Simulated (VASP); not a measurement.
# TiSn (Fm-3m) in VASP: notebook

Runs on TiSn. Level: PBE. Tasks: single point, relaxation of cell and atoms.

Program: VASP 6.6.1. These are calculated values, not measurements. Logs are shortened: lines on timing, memory, paths and dates and some standing lists are left out, and cuts for length are marked.

### 1 The cell of the first run

Symmetry: Fm-3m, No. 225, cubic system. Conventional cell: a = 5.601 Å, b = 5.601 Å, c = 5.601 Å, α = 90.00°, β = 90.00°, γ = 90.00°. Within 3.7 Å of Ti (site symmetry m-3m) lie 6 Sn at 2.80 Å. Sn (site symmetry m-3m) has 6 Ti at 2.80 Å within 3.7 Å.

### 2 Single point, PBE

INCAR

```
  PREC = Accurate
  ENCUT = 520
  EDIFF = 1E-6
  ISMEAR = 0
  SIGMA = 0.1
  LREAL = F
  LASPH = T
  NELM = 100
  ALGO = Normal
  ISIF = 2
  LWAVE = F
  LCHARG = F
  GGA = PE
  NBANDS = 20
```

KPOINTS

```
regular mesh
0
Gamma
  18 18 18
```

POSCAR

```
TiSn
1.0
    0.0000000000      2.8006375939      2.8006375939
    2.8006375939      0.0000000000      2.8006375939
    2.8006375939      2.8006375939      0.0000000000
Ti Sn
1 1
Direct
    0.5000000000      0.5000000000      0.5000000000
    0.0000000000      0.0000000000      0.0000000000
```

Potentials or basis: VASP PAW PBE potentials, release 64 (Ti_sv, Sn_d).

On the command line:

```
$ cat potpaw_PBE.64/Ti_sv/POTCAR potpaw_PBE.64/Sn_d/POTCAR > POTCAR
$ mpirun -np 1 vasp_std > vasp.out
```

OUTCAR:

```text
PREC = Accurate
   ENCUT = 520
   EDIFF = 1E-6
   ISMEAR = 0
   LREAL = F
   LASPH = T
   NELM = 100
   ISIF = 2
   GGA = PE

 ion  position               nearest neighbor table
   1  0.500  0.500  0.500-   2 2.80   2 2.80   2 2.80   2 2.80   2 2.80   2 2.80
   2  0.000  0.000  0.000-   1 2.80   1 2.80   1 2.80   1 2.80   1 2.80   1 2.80

  LATTYP: Found a face centered cubic cell.
 ALAT       =     5.6012751878

  Lattice vectors:

 A1 = (   0.0000000000,   2.8006375939,   2.8006375939)
 A2 = (   2.8006375939,   0.0000000000,   2.8006375939)
 A3 = (   2.8006375939,   2.8006375939,   0.0000000000)

Analysis of symmetry for initial positions (statically):
=====================================================================
 Subroutine PRICEL returns:
 Original cell was already a primitive cell.

 Routine SETGRP: Setting up the symmetry group for a
 face centered cubic supercell.

 Subroutine GETGRP returns: Found 48 space group operations
 (whereof 48 operations were pure point group operations)
 out of a pool of 48 trial point group operations.

The static configuration has the point symmetry O_h .

Analysis of symmetry for dynamics (positions and initial velocities):
=====================================================================
 Subroutine PRICEL returns:
 Original cell was already a primitive cell.

 Routine SETGRP: Setting up the symmetry group for a
 face centered cubic supercell.

 Subroutine GETGRP returns: Found 48 space group operations
 (whereof 48 operations were pure point group operations)
 out of a pool of 48 trial point group operations.

The dynamic configuration has the point symmetry O_h .

 Subroutine INISYM returns: Found 48 space group operations
 (whereof 48 operations are pure point group operations),
 and found     1 'primitive' translations

----------------------------------------------------------------------------------------

                                     Primitive cell

  volume of cell :      43.9340

  direct lattice vectors                    reciprocal lattice vectors
     0.000000000  2.800637594  2.800637594    -0.178530775  0.178530775  0.178530775
     2.800637594  0.000000000  2.800637594     0.178530775 -0.178530775  0.178530775
     2.800637594  2.800637594  0.000000000     0.178530775  0.178530775 -0.178530775

  length of vectors
     3.960699669  3.960699669  3.960699669     0.309224373  0.309224373  0.309224373

  position of ions in fractional coordinates (direct lattice)
     0.500000000  0.500000000  0.500000000
     0.000000000  0.000000000  0.000000000

  ion indices of the primitive-cell ions
   primitive index   ion index
                 1           1
                 2           2

----------------------------------------------------------------------------------------

 KPOINTS: regular mesh

Automatic generation of k-mesh.
 Grid dimensions read from file:
 generate k-points for:   18   18   18

 Generating k-lattice:

  Cartesian coordinates                     Fractional coordinates (reciprocal lattice)
    -0.009918376  0.009918376  0.009918376     0.055555556  0.000000000  0.000000000
     0.009918376 -0.009918376  0.009918376     0.000000000  0.055555556  0.000000000
     0.009918376  0.009918376 -0.009918376     0.000000000  0.000000000  0.055555556

  Length of vectors
     0.017179132  0.017179132  0.017179132

  Shift w.r.t. Gamma in fractional coordinates (k-lattice)
     0.000000000  0.000000000  0.000000000

 Subroutine IBZKPT returns following result:
 ===========================================

 Found    195 irreducible k-points:

 Following reciprocal coordinates:
            Coordinates               Weight
  0.000000  0.000000  0.000000      1.000000
  0.055556  0.000000  0.000000      8.000000
  0.111111  0.000000  0.000000      8.000000
  0.166667  0.000000  0.000000      8.000000
  0.222222  0.000000  0.000000      8.000000
  0.277778  0.000000  0.000000      8.000000
[... 16 lines left out ...]
 -0.277778  0.055556  0.000000     24.000000
 -0.222222  0.055556  0.000000     24.000000
 [... further k-points ...]
   k-points           NKPTS =    195   k-points in BZ     NKDIM =    195   number of bands    NBANDS=     20
   number of dos      NEDOS =    301   number of ions     NIONS =      2
   total plane-waves  NPLWV =  27000
   dimension x,y,z NGX =    30 NGY =   30 NGZ =   30
   dimension x,y,z NGXF=    60 NGYF=   60 NGZF=   60
   ions per type =               1   1
   NGX,Y,Z   is equivalent  to a cutoff of  12.59, 12.59, 12.59 a.u.
   NGXF,Y,Z  is equivalent  to a cutoff of  25.18, 25.18, 25.18 a.u.
 SYSTEM =  unknown system
   PREC   = accura    normal or accurate (medium, high low for compatibility)
   ISTART =      0    job   : 0-new  1-cont  2-samecut
   ICHARG =      2    charge: 1-file 2-atom 10-const
   ISPIN  =      1    spin polarized calculation?
   LNONCOLLINEAR =      F non collinear calculations
   LSORBIT =      F    spin-orbit coupling
   LASPH  =      T    aspherical Exc in radial PAW
   ENCUT  =  520.0 eV  38.22 Ry    6.18 a.u.   7.36  7.36  7.36*2*pi/ulx,y,z
   NELM   =    100;   NELMIN=  2; NELMDL= -5     # of ELM steps
   EDIFF  = 0.1E-05   stopping-criterion for ELM
   LREAL  =      F    real-space projection
   EDIFFG = 0.1E-04   stopping-criterion for IOM
   NSW    =      0    number of steps for IOM
   IBRION =     -1    ionic relax: 0-MD 1-quasi-New 2-CG
   NFREE  =      0    steps in history (QN), initial steepest desc. (CG)
   ISIF   =      2    stress and relaxation
   ISYM   =      2    0-nonsym 1-usesym 2-fastsym
   POTIM  = 0.5000    time-step for ionic-motion
   TEBEG  =    0.0;   TEEND  =   0.0 temperature during run
   PSTRESS=    0.0 pullay stress
   NELECT =      26.0000    total number of electrons
   NUPDOWN=      -1.0000    fix difference up-down
   EMIN   =  10.00;   EMAX   =-10.00  energy-range for DOS
   EFERMI =   0.00;   METHOD = LEGACY
   ISMEAR =     0;   SIGMA  =   0.10  broadening in eV -4-tet -1-fermi 0-gaus
   EFERMI_NEDOS =   21; number of points for ismear=-14 and -15
   IALGO  =     38    algorithm
   IMIX   =      4    mixing-type and parameters
     AMIX     =   0.40;   BMIX     =  1.00
     AMIX_MAG =   1.60;   BMIX_MAG =  1.00
  volume/ion in A,a.u.               =      21.97       148.24
  Fermi-wavevector in a.u.,A,eV,Ry     =   1.374461  2.597354 25.703345  1.889143
  Thomas-Fermi vector in A             =   2.499885
   LORBIT       =      0    0 simple, 1 ext, 2 COOP (PROOUT), +10 PAW based schemes
   GGA     = PE    functional components
   LHFCALC =     F    Hartree Fock is set to
   AEXX    =    0.0000 exact exchange contribution
   IVDW    =     0    specifies the selected vdW correction
   LEPSILON=     F    determine dielectric tensor
   LRPA    =     F    only Hartree local field effects (RPA)
 non-spin polarized calculation
 Gauss-broadening in eV      SIGMA  =   0.10
  energy-cutoff  :      520.00
  volume of cell :       43.93
 maximum number of plane-waves:      1243
 NGX is ok and might be reduce to    30
   NGX = 15   NGY = 15   NGZ = 15

 number of electron      26.0000014 magnetization

 Free energy of the ion-electron system (eV)
  ---------------------------------------------------
  ext. energy  EPLUGINS =         0.00000000
  ---------------------------------------------------
  free energy    TOTEN  =       -11.80894183 eV

  energy without entropy =      -11.80493725  energy(sigma->0) =      -11.80693954

 E-fermi :   8.1942     XC(G=0): -10.8236

 val. band max:        8.1894514811   @ k =   0.1111   0.1111   0.0000
 cond. band min:       8.1959549189   @ k =   0.2222   0.1667   0.0000
 fundamental gap:      0.0065034378
 Fermi energy:         8.1941899622

 k-point     1 :       0.0000    0.0000    0.0000
  band No.  band energies     occupation
      1     -49.1381      2.00000
      2     -25.4006      2.00000
      3     -25.4006      2.00000
      4     -25.4006      2.00000
      5     -12.6883      2.00000
      6     -12.6883      2.00000
[... 12 lines left out ...]
     19      16.0208      0.00000
     20      16.7048      0.00000

 k-point     2 :       0.0556    0.0000    0.0000
  band No.  band energies     occupation
      1     -49.1380      2.00000
      2     -25.4016      2.00000
      3     -25.4009      2.00000
      4     -25.4009      2.00000
      5     -12.6874      2.00000
      6     -12.6874      2.00000
[... 12 lines left out ...]
     19      15.9895      0.00000
     20      16.9058      0.00000

 k-point     3 :       0.1111    0.0000    0.0000
  band No.  band energies     occupation
      1     -49.1378      2.00000
      2     -25.4043      2.00000
      3     -25.4016      2.00000
      4     -25.4016      2.00000
      5     -12.6848      2.00000
      6     -12.6848      2.00000
[... 12 lines left out ...]
     19      15.8593      0.00000
     20      17.2606      0.00000

 k-point     4 :       0.1667    0.0000    0.0000
  band No.  band energies     occupation
      1     -49.1375      2.00000
      2     -25.4086      2.00000
      3     -25.4027      2.00000
      4     -25.4027      2.00000
      5     -12.6809      2.00000
      6     -12.6809      2.00000
[... 12 lines left out ...]
     19      15.5497      0.00000
     20      17.5724      0.00000

 k-point     5 :       0.2222    0.0000    0.0000
  band No.  band energies     occupation
      1     -49.1372      2.00000
      2     -25.4139      2.00000
      3     -25.4040      2.00000
      4     -25.4040      2.00000
      5     -12.6762      2.00000
      6     -12.6762      2.00000
[... 12 lines left out ...]
     19      15.0985      0.00000
     20      17.3236      0.00000

 k-point     6 :       0.2778    0.0000    0.0000
  band No.  band energies     occupation
      1     -49.1368      2.00000
      2     -25.4195      2.00000
      3     -25.4055      2.00000
      4     -25.4055      2.00000
      5     -12.6715      2.00000
      6     -12.6715      2.00000
[... 12 lines left out ...]
     19      14.6103      0.00000
     20      16.7091      0.00000

 k-point     7 :       0.3333    0.0000    0.0000
  band No.  band energies     occupation
      1     -49.1365      2.00000
      2     -25.4247      2.00000
      3     -25.4069      2.00000
      4     -25.4069      2.00000
      5     -12.6672      2.00000
      6     -12.6672      2.00000
[... 12 lines left out ...]
     19      14.1636      0.00000
     20      16.1363      0.00000
[... 277 lines left out ...]
 k-point    20 :      -0.4444    0.0556    0.0000
  band No.  band energies     occupation
      1     -49.1359      2.00000
      2     -25.4319      2.00000
      3     -25.4093      2.00000
      4     -25.4090      2.00000
      5     -12.6628      2.00000
      6     -12.6606      2.00000
[... 12 lines left out ...]
     19      14.1780      0.00000
     20      15.3759      0.00000

 k-point    21 :      -0.3889    0.0556    0.0000
  band No.  band energies     occupation
      1     -49.1361      2.00000
      2     -25.4298      2.00000
      3     -25.4088      2.00000
      4     -25.4084      2.00000
      5     -12.6649      2.00000
      6     -12.6617      2.00000
[... 12 lines left out ...]
     19      14.3824      0.00000
     20      15.3019      0.00000

 k-point    22 :      -0.3333    0.0556    0.0000
  band No.  band energies     occupation
      1     -49.1363      2.00000
      2     -25.4261      2.00000
      3     -25.4077      2.00000
      4     -25.4074      2.00000
      5     -12.6682      2.00000
      6     -12.6641      2.00000
[... 12 lines left out ...]
     19      14.2449      0.00000
     20      15.6206      0.00000

 k-point    23 :      -0.2778    0.0556    0.0000
  band No.  band energies     occupation
      1     -49.1366      2.00000
      2     -25.4213      2.00000
      3     -25.4064      2.00000
      4     -25.4061      2.00000
      5     -12.6721      2.00000
      6     -12.6678      2.00000
[... 12 lines left out ...]
     19      14.6194      0.00000
     20      16.1730      0.00000

 k-point    24 :      -0.2222    0.0556    0.0000
  band No.  band energies     occupation
      1     -49.1370      2.00000
      2     -25.4160      2.00000
      3     -25.4049      2.00000
      4     -25.4047      2.00000
      5     -12.6764      2.00000
      6     -12.6723      2.00000
[... 12 lines left out ...]
     19      15.0835      0.00000
     20      16.8277      0.00000

 [... further k-points ...]

------------------------ aborting loop because EDIFF is reached ----------------------------------------

  FORCE on cell =-STRESS in cart. coord.  units (eV):
  Direction    XX          YY          ZZ          XY          YZ          ZX
  --------------------------------------------------------------------------------------
  -------------------------------------------------------------------------------------
  Total        0.0100472      0.0100472      0.0100472      0.0000000      0.0000000     -0.0000000
  in kB        0.3664008      0.3664008      0.3664008      0.0000000      0.0000000     -0.0000000
  external PRESSURE =       0.3664008 kB  Pullay stress =       0.0000000 kB

 VOLUME and BASIS-vectors are now :
 -----------------------------------------------------------------------------
  energy-cutoff  :      520.00
  volume of cell :       43.93
      direct lattice vectors                 reciprocal lattice vectors
     0.000000000  2.800637594  2.800637594    -0.178530775  0.178530775  0.178530775
     2.800637594  0.000000000  2.800637594     0.178530775 -0.178530775  0.178530775
     2.800637594  2.800637594  0.000000000     0.178530775  0.178530775 -0.178530775

 POSITION                                       TOTAL-FORCE (eV/Angst)
 -----------------------------------------------------------------------------------
      2.80064      2.80064      2.80064        -0.000000     -0.000000     -0.000000
      0.00000      0.00000      0.00000         0.000000      0.000000      0.000000
 -----------------------------------------------------------------------------------
    total drift:                                0.000000      0.000000      0.000000

  FREE ENERGIE OF THE ION-ELECTRON SYSTEM (eV)
  ---------------------------------------------------
  free  energy   TOTEN  =       -11.8089418251 eV

  energy  without entropy=      -11.8049372534  energy(sigma->0) =      -11.80693954
```

Wall time 2.6 min (1 thread of Intel Xeon Platinum 8488C (Sapphire Rapids), shared host); peak memory 0.31 GiB.

What came out:

* Free energy: -11.8089 eV
* Pressure: 0.0 GPa
* Band gap on the k mesh: zero (band 13 reaches 8.37 eV, above the bottom of band 14 at 8.03 eV)

Caveat: spin-orbit coupling is left out, which moves the levels of the heavy elements.

(Part 1 of 2 ends here.)
